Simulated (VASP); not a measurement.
# MgO (pbe) (Fm-3m) in VASP: notebook

The runs below take MgO (pbe) through single point, relaxation of cell and atoms, with PBE.

Program: VASP 6.6.1. These are calculated values, not measurements. Logs are shortened: lines on timing, memory, paths and dates and some standing lists are left out, and cuts for length are marked.

**Experimental background.**

“Electronic structure of alkaline earth and post-transition metal oxides”, 2009, arxiv:0908.1581 quotes, for a bulk crystal of MgO: band gap 7.83 eV.

The results are compared with them further down.

## Step 1: The cell of the first run

Symmetry: Fm-3m, No. 225, cubic system. Conventional cell: a = 4.254 Å, b = 4.254 Å, c = 4.254 Å, α = 90.00°, β = 90.00°, γ = 90.00°. Mg (site symmetry m-3m) has 6 O at 2.13 Å within 2.8 Å. O (site symmetry m-3m) has 6 Mg at 2.13 Å within 2.8 Å.

## Step 2: Single point, PBE

INCAR

```
ALGO     = Normal         # electronic algorithm
EDIFF    = 1E-7           # SCF threshold, eV
ENCUT    = 520            # plane-wave cutoff, eV
GGA      = PE             # functional
ISIF     = 2              # what is computed and relaxed
ISMEAR   = 0              # smearing method
LASPH    = T              # aspherical terms in the spheres
LCHARG   = F              # write CHGCAR
LREAL    = F              # projectors in reciprocal space
LWAVE    = F              # write WAVECAR
NBANDS   = 11             # bands
NELM     = 60             # most SCF steps
PREC     = Accurate       # precision mode
SIGMA    = 0.02           # smearing width, eV
```

KPOINTS

```
k-points
0
Gamma
  10 10 10
```

POSCAR

```
MgO
1.0
    0.0000000000      2.1272357890      2.1272357890
    2.1272357890      0.0000000000      2.1272357890
    2.1272357890      2.1272357890      0.0000000000
Mg O
1 1
Direct
    0.0000000000      0.0000000000      0.0000000000
    0.5000000000      0.5000000000      0.5000000000
```

Potentials or basis: VASP PAW PBE potentials, release 64 (Mg, O).

Run with:

```console
$ cat potpaw_PBE.64/Mg/POTCAR potpaw_PBE.64/O/POTCAR > POTCAR
$ mpirun -np 1 vasp_std > vasp.out
```

OUTCAR:

```text
EDIFF = 1E-7
   ENCUT = 520
   GGA = PE
   ISIF = 2
   ISMEAR = 0
   LASPH = T
   LREAL = F
   NELM = 60
   PREC = Accurate

 ion  position               nearest neighbor table
   1  0.000  0.000  0.000-   2 2.13   2 2.13   2 2.13   2 2.13   2 2.13   2 2.13
   2  0.500  0.500  0.500-   1 2.13   1 2.13   1 2.13   1 2.13   1 2.13   1 2.13

  LATTYP: Found a face centered cubic cell.
 ALAT       =     4.2544715780

  Lattice vectors:

 A1 = (   0.0000000000,   2.1272357890,   2.1272357890)
 A2 = (   2.1272357890,   0.0000000000,   2.1272357890)
 A3 = (   2.1272357890,   2.1272357890,   0.0000000000)

Analysis of symmetry for initial positions (statically):
=====================================================================
 Subroutine PRICEL returns:
 Original cell was already a primitive cell.

 Routine SETGRP: Setting up the symmetry group for a
 face centered cubic supercell.

 Subroutine GETGRP returns: Found 48 space group operations
 (whereof 48 operations were pure point group operations)
 out of a pool of 48 trial point group operations.

The static configuration has the point symmetry O_h .

Analysis of symmetry for dynamics (positions and initial velocities):
=====================================================================
 Subroutine PRICEL returns:
 Original cell was already a primitive cell.

 Routine SETGRP: Setting up the symmetry group for a
 face centered cubic supercell.

 Subroutine GETGRP returns: Found 48 space group operations
 (whereof 48 operations were pure point group operations)
 out of a pool of 48 trial point group operations.

The dynamic configuration has the point symmetry O_h .

 Subroutine INISYM returns: Found 48 space group operations
 (whereof 48 operations are pure point group operations),
 and found     1 'primitive' translations

----------------------------------------------------------------------------------------

                                     Primitive cell

  volume of cell :      19.2520

  direct lattice vectors                    reciprocal lattice vectors
     0.000000000  2.127235789  2.127235789    -0.235046816  0.235046816  0.235046816
     2.127235789  0.000000000  2.127235789     0.235046816 -0.235046816  0.235046816
     2.127235789  2.127235789  0.000000000     0.235046816  0.235046816 -0.235046816

  length of vectors
     3.008365703  3.008365703  3.008365703     0.407113028  0.407113028  0.407113028

  position of ions in fractional coordinates (direct lattice)
     0.000000000  0.000000000  0.000000000
     0.500000000  0.500000000  0.500000000

  ion indices of the primitive-cell ions
   primitive index   ion index
                 1           1
                 2           2

----------------------------------------------------------------------------------------

 KPOINTS: k-points

Automatic generation of k-mesh.
 Grid dimensions read from file:
 generate k-points for:   10   10   10

 Generating k-lattice:

  Cartesian coordinates                     Fractional coordinates (reciprocal lattice)
    -0.023504682  0.023504682  0.023504682     0.100000000  0.000000000  0.000000000
     0.023504682 -0.023504682  0.023504682     0.000000000  0.100000000  0.000000000
     0.023504682  0.023504682 -0.023504682     0.000000000  0.000000000  0.100000000

  Length of vectors
     0.040711303  0.040711303  0.040711303

  Shift w.r.t. Gamma in fractional coordinates (k-lattice)
     0.000000000  0.000000000  0.000000000

 Subroutine IBZKPT returns following result:
 ===========================================

 Found     47 irreducible k-points:

 Following reciprocal coordinates:
            Coordinates               Weight
  0.000000  0.000000  0.000000      1.000000
  0.100000  0.000000  0.000000      8.000000
  0.200000  0.000000  0.000000      8.000000
  0.300000  0.000000  0.000000      8.000000
  0.400000  0.000000  0.000000      8.000000
  0.500000  0.000000  0.000000      4.000000
[... 16 lines left out ...]
  0.300000  0.300000  0.000000      6.000000
  0.400000  0.300000  0.000000     24.000000
 [... further k-points ...]
   k-points           NKPTS =     47   k-points in BZ     NKDIM =     47   number of bands    NBANDS=     11
   number of dos      NEDOS =    301   number of ions     NIONS =      2
   total plane-waves  NPLWV =  13824
   dimension x,y,z NGX =    24 NGY =   24 NGZ =   24
   dimension x,y,z NGXF=    48 NGYF=   48 NGZF=   48
   ions per type =               1   1
   NGX,Y,Z   is equivalent  to a cutoff of  13.26, 13.26, 13.26 a.u.
   NGXF,Y,Z  is equivalent  to a cutoff of  26.53, 26.53, 26.53 a.u.
 SYSTEM =  unknown system
   PREC   = accura    normal or accurate (medium, high low for compatibility)
   ISTART =      0    job   : 0-new  1-cont  2-samecut
   ICHARG =      2    charge: 1-file 2-atom 10-const
   ISPIN  =      1    spin polarized calculation?
   LNONCOLLINEAR =      F non collinear calculations
   LSORBIT =      F    spin-orbit coupling
   LASPH  =      T    aspherical Exc in radial PAW
   ENCUT  =  520.0 eV  38.22 Ry    6.18 a.u.   5.59  5.59  5.59*2*pi/ulx,y,z
   NELM   =     60;   NELMIN=  2; NELMDL= -5     # of ELM steps
   EDIFF  = 0.1E-06   stopping-criterion for ELM
   LREAL  =      F    real-space projection
   EDIFFG = 0.1E-05   stopping-criterion for IOM
   NSW    =      0    number of steps for IOM
   IBRION =     -1    ionic relax: 0-MD 1-quasi-New 2-CG
   NFREE  =      0    steps in history (QN), initial steepest desc. (CG)
   ISIF   =      2    stress and relaxation
   ISYM   =      2    0-nonsym 1-usesym 2-fastsym
   POTIM  = 0.5000    time-step for ionic-motion
   TEBEG  =    0.0;   TEEND  =   0.0 temperature during run
   PSTRESS=    0.0 pullay stress
   NELECT =       8.0000    total number of electrons
   NUPDOWN=      -1.0000    fix difference up-down
   EMIN   =  10.00;   EMAX   =-10.00  energy-range for DOS
   EFERMI =   0.00;   METHOD = LEGACY
   ISMEAR =     0;   SIGMA  =   0.02  broadening in eV -4-tet -1-fermi 0-gaus
   EFERMI_NEDOS =   21; number of points for ismear=-14 and -15
   IALGO  =     38    algorithm
   IMIX   =      4    mixing-type and parameters
     AMIX     =   0.40;   BMIX     =  1.00
     AMIX_MAG =   1.60;   BMIX_MAG =  1.00
  volume/ion in A,a.u.               =       9.63        64.96
  Fermi-wavevector in a.u.,A,eV,Ry     =   1.221647  2.308579 20.305638  1.492422
  Thomas-Fermi vector in A             =   2.356822
   LORBIT       =      0    0 simple, 1 ext, 2 COOP (PROOUT), +10 PAW based schemes
   GGA     = PE    functional components
   LHFCALC =     F    Hartree Fock is set to
   AEXX    =    0.0000 exact exchange contribution
   IVDW    =     0    specifies the selected vdW correction
   LEPSILON=     F    determine dielectric tensor
   LRPA    =     F    only Hartree local field effects (RPA)
 non-spin polarized calculation
 Gauss-broadening in eV      SIGMA  =   0.02
  energy-cutoff  :      520.00
  volume of cell :       19.25
 maximum number of plane-waves:       534
 NGX is ok and might be reduce to    24
   NGX = 11   NGY = 11   NGZ = 11

 number of electron       8.0000004 magnetization

 Free energy of the ion-electron system (eV)
  ---------------------------------------------------
  ext. energy  EPLUGINS =         0.00000000
  ---------------------------------------------------
  free energy    TOTEN  =       -11.91163725 eV

  energy without entropy =      -11.91163725  energy(sigma->0) =      -11.91163725

 E-fermi :   3.1381     XC(G=0): -10.9372

 val. band max:        2.9649099491   @ k =   0.0000   0.0000   0.0000
 cond. band min:       7.4044609405   @ k =   0.0000   0.0000   0.0000
 fundamental gap:      4.4395509913
 Fermi energy:         3.1380794048

 k-point     1 :       0.0000    0.0000    0.0000
  band No.  band energies     occupation
      1     -14.1472      2.00000
      2       2.9649      2.00000
      3       2.9649      2.00000
      4       2.9649      2.00000
      5       7.4045      0.00000
      6      18.5941      0.00000
      7      18.5941      0.00000
      8      18.5941      0.00000
      9      22.4325      0.00000
     10      24.1721      0.00000
     11      24.1721      0.00000

 k-point     2 :       0.1000    0.0000    0.0000
  band No.  band energies     occupation
      1     -14.0470      2.00000
      2       2.3185      2.00000
      3       2.9009      2.00000
      4       2.9009      2.00000
      5       8.0366      0.00000
      6      17.3529      0.00000
      7      18.8226      0.00000
      8      18.8226      0.00000
      9      23.3994      0.00000
     10      23.3994      0.00000
     11      24.0308      0.00000

 k-point     3 :       0.2000    0.0000    0.0000
  band No.  band energies     occupation
      1     -13.7718      2.00000
      2       1.0274      2.00000
      3       2.7385      2.00000
      4       2.7385      2.00000
      5       9.2358      0.00000
      6      15.8321      0.00000
      7      19.2677      0.00000
      8      19.2677      0.00000
      9      22.7008      0.00000
     10      22.7008      0.00000
     11      24.7482      0.00000

 k-point     4 :       0.3000    0.0000    0.0000
  band No.  band energies     occupation
      1     -13.4018      2.00000
      2      -0.2512      2.00000
      3       2.5473      2.00000
      4       2.5473      2.00000
      5      10.2000      0.00000
      6      15.0891      0.00000
      7      19.3287      0.00000
      8      19.3287      0.00000
      9      23.1539      0.00000
     10      23.1539      0.00000
     11      24.1282      0.00000

 k-point     5 :       0.4000    0.0000    0.0000
  band No.  band energies     occupation
      1     -13.0720      2.00000
      2      -1.1793      2.00000
      3       2.3996      2.00000
      4       2.3996      2.00000
      5      10.6037      0.00000
      6      15.0983      0.00000
      7      19.0865      0.00000
      8      19.0865      0.00000
      9      23.5955      0.00000
     10      24.3820      0.00000
     11      24.3820      0.00000
[... 211 lines left out ...]
 k-point    21 :      -0.3000    0.2000    0.0000
  band No.  band energies     occupation
      1     -12.9972      2.00000
      2      -0.6070      2.00000
      3       1.2208      2.00000
      4       2.3440      2.00000
      5      11.9769      0.00000
      6      14.6769      0.00000
      7      16.8102      0.00000
      8      19.9419      0.00000
      9      22.9643      0.00000
     10      23.6727      0.00000
     11      27.5189      0.00000

 k-point    22 :      -0.2000    0.2000    0.0000
  band No.  band energies     occupation
      1     -13.2916      2.00000
      2      -0.0603      2.00000
      3       1.6765      2.00000
      4       2.5460      2.00000
      5      11.1216      0.00000
      6      14.7062      0.00000
      7      17.7363      0.00000
      8      20.3965      0.00000
      9      21.2176      0.00000
     10      23.9754      0.00000
     11      27.2719      0.00000

 k-point    23 :       0.3000    0.3000    0.0000
  band No.  band energies     occupation
      1     -13.2093      2.00000
      2      -0.1074      2.00000
      3       2.0585      2.00000
      4       2.0585      2.00000
      5      11.5042      0.00000
      6      13.3349      0.00000
      7      17.0653      0.00000
      8      20.5378      0.00000
      9      20.5378      0.00000
     10      26.7723      0.00000
     11      29.7344      0.00000

 k-point    24 :       0.4000    0.3000    0.0000
  band No.  band energies     occupation
      1     -12.9767      2.00000
      2      -0.5132      2.00000
      3       1.7050      2.00000
      4       1.9162      2.00000
      5      12.2435      0.00000
      6      13.0473      0.00000
      7      16.2491      0.00000
      8      20.7505      0.00000
      9      20.9520      0.00000
     10      27.4834      0.00000
     11      29.3444      0.00000

 [... further k-points ...]

------------------------ aborting loop because EDIFF is reached ----------------------------------------

  FORCE on cell =-STRESS in cart. coord.  units (eV):
  Direction    XX          YY          ZZ          XY          YZ          ZX
  --------------------------------------------------------------------------------------
  -------------------------------------------------------------------------------------
  Total       -0.0964511     -0.0964511     -0.0964511     -0.0000000     -0.0000000     -0.0000000
  in kB       -8.0267687     -8.0267687     -8.0267687     -0.0000000     -0.0000000     -0.0000000
  external PRESSURE =      -8.0267687 kB  Pullay stress =       0.0000000 kB

 VOLUME and BASIS-vectors are now :
 -----------------------------------------------------------------------------
  energy-cutoff  :      520.00
  volume of cell :       19.25
      direct lattice vectors                 reciprocal lattice vectors
     0.000000000  2.127235789  2.127235789    -0.235046816  0.235046816  0.235046816
     2.127235789  0.000000000  2.127235789     0.235046816 -0.235046816  0.235046816
     2.127235789  2.127235789  0.000000000     0.235046816  0.235046816 -0.235046816

 POSITION                                       TOTAL-FORCE (eV/Angst)
 -----------------------------------------------------------------------------------
      0.00000      0.00000      0.00000         0.000000      0.000000     -0.000000
      2.12724      2.12724      2.12724         0.000000      0.000000      0.000000
 -----------------------------------------------------------------------------------
    total drift:                               -0.000000     -0.000000      0.000000

  FREE ENERGIE OF THE ION-ELECTRON SYSTEM (eV)
  ---------------------------------------------------
  free  energy   TOTEN  =       -11.9116372496 eV

  energy  without entropy=      -11.9116372496  energy(sigma->0) =      -11.91163725
```

Wall time 15 s (1 thread of Intel Xeon 8259CL, shared host); peak memory 0.14 GiB.

Results:

```yaml
Free_energy: -11.9116 eV
Pressure: -0.8 GPa
Band_gap_on_the_k_mesh: 4.44 eV, direct
```

## Step 3: Relaxation of cell and atoms, PBE

This run uses another cell than the first one, of 9.59 Å³/atom, 0.996 times its volume.

INCAR

```
SYSTEM = MgO
ALGO = Normal ; EDIFF = 1E-7
EDIFFG = -0.002 ; ENCUT = 600
GGA = PE ; IBRION = 2
ISIF = 3 ; ISMEAR = 0
LASPH = .TRUE. ; LCHARG = .FALSE.
LREAL = .FALSE. ; LWAVE = .FALSE.
NELM = 100 ; NSW = 100
PREC = Accurate ; SIGMA = 0.02
```

KPOINTS

```
k-points
0
G
  10 10 10
  0 0 0
```

POSCAR

```
MgO
1.0
    0.0000000000      2.1245000000      2.1245000000
    2.1245000000      0.0000000000      2.1245000000
    2.1245000000      2.1245000000      0.0000000000
Mg O
1 1
Direct
    0.0000000000      0.0000000000      0.0000000000
    0.5000000000      0.5000000000      0.5000000000
```

Potentials or basis: VASP PAW PBE potentials, release 64 (Mg, O).

Run with:

```console
$ cat potpaw_PBE.64/Mg/POTCAR potpaw_PBE.64/O/POTCAR > POTCAR
$ mpirun -np 1 vasp_std > vasp.out
```

OUTCAR:

```text
SYSTEM = MgO
   EDIFF = 1E-7
   EDIFFG = -0.002
   ENCUT = 600
   GGA = PE
   IBRION = 2
   ISIF = 3
   ISMEAR = 0
   LASPH = .TRUE.
   LREAL = .FALSE.
   NELM = 100
   NSW = 100
   PREC = Accurate

 ion  position               nearest neighbor table
   1  0.000  0.000  0.000-   2 2.12   2 2.12   2 2.12   2 2.12   2 2.12   2 2.12
   2  0.500  0.500  0.500-   1 2.12   1 2.12   1 2.12   1 2.12   1 2.12   1 2.12

  LATTYP: Found a face centered cubic cell.
 ALAT       =     4.2490000000

  Lattice vectors:

 A1 = (   0.0000000000,   2.1245000000,   2.1245000000)
 A2 = (   2.1245000000,   0.0000000000,   2.1245000000)
 A3 = (   2.1245000000,   2.1245000000,   0.0000000000)

Analysis of symmetry for initial positions (statically):
=====================================================================
 Subroutine PRICEL returns:
 Original cell was already a primitive cell.

 Routine SETGRP: Setting up the symmetry group for a
 face centered cubic supercell.

 Subroutine GETGRP returns: Found 48 space group operations
 (whereof 48 operations were pure point group operations)
 out of a pool of 48 trial point group operations.

The static configuration has the point symmetry O_h .

[... 170 lines left out ...]
  in kB       -4.9775102     -4.9775102     -4.9775102      0.0000000      0.0000000      0.0000000
  external PRESSURE =      -4.9775102 kB  Pullay stress =       0.0000000 kB
[... 59 lines left out ...]
--------------------------------------- Ionic step        3  -------------------------------------------

 number of electron       8.0000005 magnetization

 Free energy of the ion-electron system (eV)
  ---------------------------------------------------
  ext. energy  EPLUGINS =         0.00000000
  ---------------------------------------------------
  free energy    TOTEN  =       -11.91504314 eV

  energy without entropy =      -11.91504314  energy(sigma->0) =      -11.91504314

 E-fermi :   3.1279     XC(G=0): -10.9689

 val. band max:        3.0127690264   @ k =   0.0000   0.0000   0.0000
 cond. band min:       7.5183518178   @ k =   0.0000   0.0000   0.0000
 fundamental gap:      4.5055827914
 Fermi energy:         3.1278974499

 k-point     1 :       0.0000    0.0000    0.0000
  band No.  band energies     occupation
      1     -14.1324      2.00000
      2       3.0128      2.00000
      3       3.0128      2.00000
      4       3.0128      2.00000
      5       7.5184      0.00000
      6      18.6837      0.00000
      7      18.6837      0.00000
      8      18.6837      0.00000
[... 243 lines left out ...]
 k-point    24 :       0.4000    0.3000    0.0000
  band No.  band energies     occupation
      1     -12.9473      2.00000
      2      -0.4866      2.00000
      3       1.7436      2.00000
      4       1.9565      2.00000
      5      12.3605      0.00000
      6      13.1181      0.00000
      7      16.3705      0.00000
      8      20.8883      0.00000

 [... further k-points ...]

------------------------ aborting loop because EDIFF is reached ----------------------------------------

  FORCE on cell =-STRESS in cart. coord.  units (eV):
  Direction    XX          YY          ZZ          XY          YZ          ZX
  --------------------------------------------------------------------------------------
  -------------------------------------------------------------------------------------
  Total       -0.0010379     -0.0010379     -0.0010379     -0.0000000      0.0000000      0.0000000
  in kB       -0.0869731     -0.0869731     -0.0869731     -0.0000000      0.0000000      0.0000000
  external PRESSURE =      -0.0869731 kB  Pullay stress =       0.0000000 kB
[... 17 lines left out ...]
  FREE ENERGIE OF THE ION-ELECTRON SYSTEM (eV)
  ---------------------------------------------------
  free  energy   TOTEN  =       -11.9150431385 eV

  energy  without entropy=      -11.9150431385  energy(sigma->0) =      -11.91504314

 reached required accuracy - stopping structural energy minimisation
```

It took 26 s on 1 thread of Intel Xeon 8259CL, shared host; peak memory 0.15 GiB.

What came out:

```yaml
Free_energy: -11.9150 eV
Relaxed_volume: 9.56 Å³/atom
Relaxed_cell: a = 3.001 Å, b = 3.001 Å, c = 3.001 Å, α = 60.00°, β = 60.00°, γ = 60.00°
Space_group_after_relaxing_to_0.05_Å: Fm-3m (No. 225)
Energy_gained_by_relaxing: 0.0 meV/atom
Ionic_steps: 3
Pressure_after_relaxing: 0.0 GPa
Band_gap_on_the_k_mesh: 4.51 eV, direct
```

Final structure:
```
Mg O
1.0
     0.00000    2.12237    2.12237
     2.12237    0.00000    2.12237
     2.12237    2.12237    0.00000
Mg O
1 1
Direct
  0.00000 0.00000 0.00000
  0.50000 0.50000 0.50000
```

PBE gaps usually lie below the measured ones, often by a third to a half.

## Step 4: Comparison with measurements

Step 2. Measured gap of MgO: 7.83 eV (quoted in “Electronic structure of alkaline earth and post-transition metal oxides”, 2009, arxiv:0908.1581). This calculation gives 4.44 eV (-3.39 eV). The value is that of PBE, without temperature or zero-point motion. Semilocal functionals fall short of measured gaps as a rule.
